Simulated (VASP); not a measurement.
## Si: single point with r2SCAN

The system is Si.

```xyz
8
Lattice="6.9882 -1.9444 0.0000 6.9882 1.9444 0.0000 -0.7549 0.0000 6.3534" Properties=species:S:1:pos:R:3 pbc="T T T"
Si    0.1176    0.0000    5.5534
Si   13.1040    0.0000    0.8000
Si    7.3195    0.0000    4.1522
Si    5.9020    0.0000    2.2012
Si    2.9313    0.0000    0.3641
Si   10.2902    0.0000    5.9893
Si    9.7201    0.0000    3.7197
Si    3.5014    0.0000    2.6337
```

```yaml
Program: VASP 6.6.1
Task: single point
Functional: r2SCAN
Potentials_or_basis: VASP PAW PBE potentials, release 64 (Si)
Cutoff: 520 eV
k_mesh: 6 × 6 × 4
Occupations: gaussian, width 0.01 eV
Spin: no spin polarisation
```

```
Pressure               : -2.8 GPa
Largest force          : 0.093 eV/Å
Band gap on the k mesh : 0.45 eV (least direct gap 0.76 eV)
```

Forces on the atoms (eV/Å):
```
Si   0.073  0.000  0.028
Si  -0.073  0.000 -0.028
Si   0.036  0.000  0.047
Si  -0.036  0.000 -0.047
Si   0.089  0.000 -0.028
Si  -0.089  0.000  0.028
Si   0.029  0.000  0.056
Si  -0.029  0.000 -0.056
```

Stress tensor (GPa, compression positive):
```
-2.62  0.00 -0.12
 0.00 -2.75  0.00
-0.12  0.00 -2.91
```

Levels at points of the mesh, in eV from the valence-band top:
| k point | band 14 | band 15 | band 16 | band 17 | band 18 | band 19 |
| --- | --- | --- | --- | --- | --- | --- |
| (0.00, 0.00, 0.00) | -0.78 | -0.40 | 0.00 | 0.76 | 1.75 | 1.83 |
| (0.50, 0.00, 0.00) | -2.87 | -2.26 | -1.97 | 1.05 | 1.74 | 2.08 |
| (0.50, 0.50, 0.00) | -1.17 | -0.83 | -0.42 | 0.61 | 1.41 | 2.36 |
| (0.00, 0.00, 0.50) | -1.36 | -1.10 | -0.98 | 1.11 | 1.48 | 2.04 |
| (0.50, 0.00, 0.50) | -2.03 | -1.81 | -1.50 | 1.24 | 1.57 | 1.77 |
| (0.50, 0.50, 0.50) | -1.56 | -1.21 | -0.83 | 0.45 | 1.43 | 1.58 |

Run time: 18 min on 1 thread of Oxide Virtual Turin-like Processor (shared host), peak memory 0.41 GiB.

Caveat: the PAW data sets were made with another functional, which shifts forces and pressure a little. A k mesh can miss the band edges.
